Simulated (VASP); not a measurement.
# Ti12H (a cell with a defect) in VASP: single point with PBE

Aim: the single point of Ti12H (a cell with a defect) with PBE.

All numbers are computed with VASP 6.6.1; they aren't measurements. Logs are shortened: lines on timing, memory, paths and dates and some standing lists are left out, and cuts for length are marked.

## 1. The cell of the first run

The cell holds a defect, 13 atoms: a = 5.900 Å, b = 8.850 Å, c = 4.685 Å, α = 90.00°, β = 90.00°, γ = 120.00°.

## 2. Single point, PBE

Input file INCAR:

```
SYSTEM = Ti12H
PREC     = Accurate       ! precision mode
ENCUT    = 520            ! plane-wave cutoff, eV
EDIFF    = 1E-6           ! SCF threshold, eV
ISMEAR   = -1             ! smearing method
SIGMA    = 0.15           ! smearing width, eV
LREAL    = .False.        ! projectors in reciprocal space
LASPH    = .True.         ! aspherical terms in the spheres
NELM     = 100            ! most SCF steps
ALGO     = Normal         ! electronic algorithm
ISIF     = 2              ! what is computed and relaxed
LWAVE    = .False.        ! write WAVECAR
LCHARG   = .False.        ! write CHGCAR
GGA      = PE             ! functional
NBANDS   = 84             ! bands
```

Input file KPOINTS:

```
regular mesh
0
Gamma
  4 3 5
  0 0 0
```

Input file POSCAR:

```
Ti12H
1.0
    5.9000000000      0.0000000000      0.0000000000
   -4.4250000000      7.6643250000      0.0000000000
    0.0000000000      0.0000000000      4.6846000000
Ti H
12 1
Direct
    0.0010095060      0.0016354995     -0.0038186825
    0.1670159369      0.2222228311      0.5007650600
   -0.0022111786      0.3318203495      0.0018712377
    0.1625465239      0.5495890375      0.4949852709
   -0.0129154699      0.6619549667      0.0016675917
    0.1638344192      0.8924158357      0.4923370192
    0.5050625690      0.0070730299     -0.0006965376
    0.6676453476      0.2239214804      0.5023333903
    0.5013686508      0.3342029468      0.0074405499
    0.6641281891      0.5524841392      0.5028066430
    0.5057599552      0.6624272849      0.0014443069
    0.6749028246      0.8926555176      0.4922644409
    0.3333518064      0.7776222955      0.6489625582
```

Potentials or basis: VASP PAW PBE potentials, release 64 (Ti_sv, H).

On the command line:

```
$ cat potpaw_PBE.64/Ti_sv/POTCAR potpaw_PBE.64/H/POTCAR > POTCAR
$ mpirun -np 1 vasp_std > vasp.out
```

OUTCAR:

```text
SYSTEM = Ti12H
   PREC = Accurate
   ENCUT = 520
   EDIFF = 1E-6
   ISMEAR = -1
   LREAL = .False.
   LASPH = .True.
   NELM = 100
   ISIF = 2
   GGA = PE

 ion  position               nearest neighbor table
   1  0.001  0.002  0.996-  12 2.86   6 2.86   2 2.87  12 2.89   6 2.89   2 2.91
   2  0.167  0.222  0.501-   1 2.87   9 2.87   3 2.89   3 2.90   1 2.91   6 2.91  12 2.91   4 2.91

   3  0.998  0.332  0.002-   4 2.85   8 2.88   8 2.89   7 2.89   2 2.89   2 2.90   4 2.90
   4  0.163  0.550  0.495-  13 1.89   3 2.85   8 2.90  11 2.90   3 2.90   5 2.90   2 2.91
   5  0.987  0.662  0.002-  11 2.84  10 2.86  10 2.87   9 2.88   6 2.90   4 2.90
   6  0.164  0.892  0.492-  13 1.89   1 2.86  12 2.89   1 2.89   7 2.89   5 2.90   2 2.91
   7  0.505  0.007  0.999-   8 2.86   8 2.88   3 2.89   6 2.89  12 2.89   9 2.91
   8  0.668  0.224  0.502-   7 2.86   9 2.87   7 2.88   3 2.88   3 2.89   4 2.90   9 2.91  10 2.92

   9  0.501  0.334  0.007-  10 2.86   8 2.87   2 2.87   5 2.88  11 2.89  10 2.90   7 2.91   8 2.91

  10  0.664  0.552  0.503-   9 2.86   5 2.86  11 2.86   5 2.87  11 2.87   9 2.90   8 2.92
  11  0.506  0.662  0.001-   5 2.84  10 2.86  10 2.87   9 2.89  12 2.90   4 2.90
  12  0.675  0.893  0.492-  13 1.89   1 2.86   6 2.89   1 2.89   7 2.89  11 2.90   2 2.91
  13  0.333  0.778  0.649-   4 1.89  12 1.89   6 1.89

  LATTYP: Found a simple monoclinic cell.
 ALAT       =     5.9000000000
 B/A-ratio  =     0.7940000000
 C/A-ratio  =     1.3228756849
 COS(beta)  =    -0.1889822323

  Lattice vectors:

 A1 = (   5.9000000000,   0.0000000000,   0.0000000000)
 A2 = (   0.0000000000,   0.0000000000,   4.6846000000)
 A3 = (  -1.4750000000,  -7.6643250000,   0.0000000000)

Analysis of symmetry for initial positions (statically):
=====================================================================
 Subroutine PRICEL returns:
 Original cell was already a primitive cell.

 Routine SETGRP: Setting up the symmetry group for a
 simple monoclinic supercell.

 Subroutine GETGRP returns: Found  1 space group operations
 (whereof  1 operations were pure point group operations)
 out of a pool of  4 trial point group operations.

The static configuration has the point symmetry C_1 .

Analysis of symmetry for dynamics (positions and initial velocities):
=====================================================================
 Subroutine PRICEL returns:
 Original cell was already a primitive cell.

 Routine SETGRP: Setting up the symmetry group for a
 simple monoclinic supercell.

 Subroutine GETGRP returns: Found  1 space group operations
 (whereof  1 operations were pure point group operations)
[... 140 lines left out ...]
   EFERMI_NEDOS =   21; number of points for ismear=-14 and -15
   IALGO  =     38    algorithm
   IMIX   =      4    mixing-type and parameters
     AMIX     =   0.40;   BMIX     =  1.00
     AMIX_MAG =   1.60;   BMIX_MAG =  1.00
  volume/ion in A,a.u.               =      16.30       109.96
  Fermi-wavevector in a.u.,A,eV,Ry     =   1.442773  2.726446 28.321806  2.081594
  Thomas-Fermi vector in A             =   2.561256
   LORBIT       =      0    0 simple, 1 ext, 2 COOP (PROOUT), +10 PAW based schemes
   GGA     = PE    functional components
   LHFCALC =     F    Hartree Fock is set to
   AEXX    =    0.0000 exact exchange contribution
   IVDW    =     0    specifies the selected vdW correction
   LEPSILON=     F    determine dielectric tensor
   LRPA    =     F    only Hartree local field effects (RPA)
 non-spin polarized calculation
  energy-cutoff  :      520.00
  volume of cell :      211.84
 maximum number of plane-waves:      5724
 NGX is ok and might be reduce to    48
   NGX = 21   NGY = 33   NGZ = 17

 number of electron     145.0000003 magnetization

 Free energy of the ion-electron system (eV)
  ---------------------------------------------------
  ext. energy  EPLUGINS =         0.00000000
  ---------------------------------------------------
  free energy    TOTEN  =       -98.16083669 eV

  energy without entropy =      -96.94701090  energy(sigma->0) =      -97.55392379

 E-fermi :   8.2045     XC(G=0): -11.4714

 val. band max:        8.1991530194   @ k =   0.0000   0.3333   0.4000
 cond. band min:       8.2058308120   @ k =   0.5000   0.3333   0.4000
 fundamental gap:      0.0066777926
 Fermi energy:         8.2045190759

 k-point     1 :       0.0000    0.0000    0.0000
  band No.  band energies     occupation
      1     -48.6233      2.00000
      2     -48.5706      2.00000
      3     -48.5432      2.00000
      4     -48.5256      2.00000
      5     -48.5038      2.00000
      6     -48.4844      2.00000
[... 2077 lines left out ...]
     83       9.1022      0.00502
     84       9.1946      0.00271

 [... further k-points ...]

------------------------ aborting loop because EDIFF is reached ----------------------------------------

  FORCE on cell =-STRESS in cart. coord.  units (eV):
  Direction    XX          YY          ZZ          XY          YZ          ZX
  --------------------------------------------------------------------------------------
  -------------------------------------------------------------------------------------
  Total       -0.0847399      0.0325027     -0.2455140      0.0419673     -0.0300262     -0.0045822
  in kB       -0.6409146      0.2458279     -1.8568992      0.3174118     -0.2270979     -0.0346563
  external PRESSURE =      -0.7506620 kB  Pullay stress =       0.0000000 kB

 VOLUME and BASIS-vectors are now :
 -----------------------------------------------------------------------------
  energy-cutoff  :      520.00
  volume of cell :      211.84
      direct lattice vectors                 reciprocal lattice vectors
     5.900000000  0.000000000  0.000000000     0.169491525  0.097855976  0.000000000
    -4.425000000  7.664325000  0.000000000     0.000000000  0.130474634  0.000000000
     0.000000000  0.000000000  4.684600000     0.000000000  0.000000000  0.213465397

 POSITION                                       TOTAL-FORCE (eV/Angst)
 -----------------------------------------------------------------------------------
     -0.00128      0.01253      4.66671         0.007344     -0.008175     -0.096886
      0.00206      1.70319      2.34588        -0.002455      0.002373     -0.062284
      4.41865      2.54318      0.00877         0.007463     -0.000194     -0.052618
     -1.47291      4.21223      2.31881         0.000223      0.020772     -0.108590
      2.89465      5.07344      0.00781         0.037731      0.024012     -0.059957
     -2.98232      6.83976      2.30640         0.005781     -0.017325     -0.125468
      2.94857      0.05421      4.68134        -0.005509     -0.048451     -0.085581
      2.94826      1.71621      2.35323         0.003835     -0.004596     -0.052018
      1.47923      2.56144      0.03486        -0.011403     -0.003448      0.002055
      1.47361      4.23442      2.35545        -0.000270      0.012310     -0.054995
      0.05274      5.07706      0.00677        -0.040767      0.021524     -0.062476
      0.03193      6.84160      2.30606        -0.004496     -0.013646     -0.124544
     -1.47420      5.95995      3.04013         0.002523      0.014844      0.883362
 -----------------------------------------------------------------------------------
    total drift:                                0.000277     -0.000059      0.000177

  FREE ENERGIE OF THE ION-ELECTRON SYSTEM (eV)
  ---------------------------------------------------
  free  energy   TOTEN  =       -98.1608366865 eV

  energy  without entropy=      -96.9470109023  energy(sigma->0) =      -97.55392379
```

It took 25 min on 1 thread of Intel Xeon Platinum 8259CL at 2.50GHz (Skylake/Cascade Lake), shared host; peak memory 0.57 GiB.

What came out:

| Item | Value |
| --- | --- |
| Free energy | -98.1608 eV |
| Pressure | -0.1 GPa |
| Largest force | 0.883 eV/Å |

Forces on the atoms (eV/Å):
```
Ti   0.007 -0.008 -0.097
Ti  -0.002  0.002 -0.062
Ti   0.007  0.000 -0.053
Ti   0.000  0.021 -0.109
Ti   0.038  0.024 -0.060
Ti   0.006 -0.017 -0.125
Ti  -0.006 -0.048 -0.086
Ti   0.004 -0.005 -0.052
Ti  -0.011 -0.003  0.002
Ti   0.000  0.012 -0.055
Ti  -0.041  0.022 -0.062
Ti  -0.004 -0.014 -0.125
H    0.003  0.015  0.883
```
